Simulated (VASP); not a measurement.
The system is CdSe.

```
Cd Se
1.0
     3.91468    0.00000    0.00000
    -1.95734    3.39021    0.00000
     0.00000    0.00000    6.44979
Cd Se
2 2
Direct
  0.00000 0.00000 0.00000
  0.00000 0.00000 0.50000
  0.33333 0.66667 0.75000
  0.66667 0.33333 0.25000
```

- Program: VASP 6.6.1
- Task: relaxation of cell and atoms
- Functional: PBE
- Potentials or basis: VASP PAW PBE potentials, release 64 (Cd, Se)
- Cutoff: 600 eV
- k mesh: 6 × 6 × 4
- Occupations: gaussian, width 0.1 eV
- Spin: no spin polarisation

At the start: pressure 9.3 GPa; volume 21.40 Å³/atom.

Q: How do energy, volume and symmetry change on relaxing?

A: Over 3 steps the energy falls by 69.6 meV/atom and the volume is 24.07 Å³/atom (+12.5 %); space group P6_3/mmc (No. 194, to 0.1 Å) before and after.

Step by step:
```csv
step,energy change (eV),largest force (eV/Å),pressure (GPa),volume (Å³)
1,0.0000,0.0000,9.30,85.60
2,-0.2241,0.0000,-2.94,101.92
3,-0.2785,0.0000,0.04,96.28
```

Final structure:
```cif
data_structure
_symmetry_space_group_name_H-M 'P 1'
_symmetry_Int_Tables_number 1
_cell_length_a 4.0668
_cell_length_b 4.0668
_cell_length_c 6.7220
_cell_angle_alpha 90.000
_cell_angle_beta 90.000
_cell_angle_gamma 120.000
_cell_volume 96.28
loop_
_atom_site_label
_atom_site_type_symbol
_atom_site_fract_x
_atom_site_fract_y
_atom_site_fract_z
_atom_site_occupancy
Cd1 Cd 0.00000 0.00000 0.00000 1
Cd2 Cd 0.00000 0.00000 0.50000 1
Se1 Se 0.33333 0.66667 0.75000 1
Se2 Se 0.66667 0.33333 0.25000 1
```
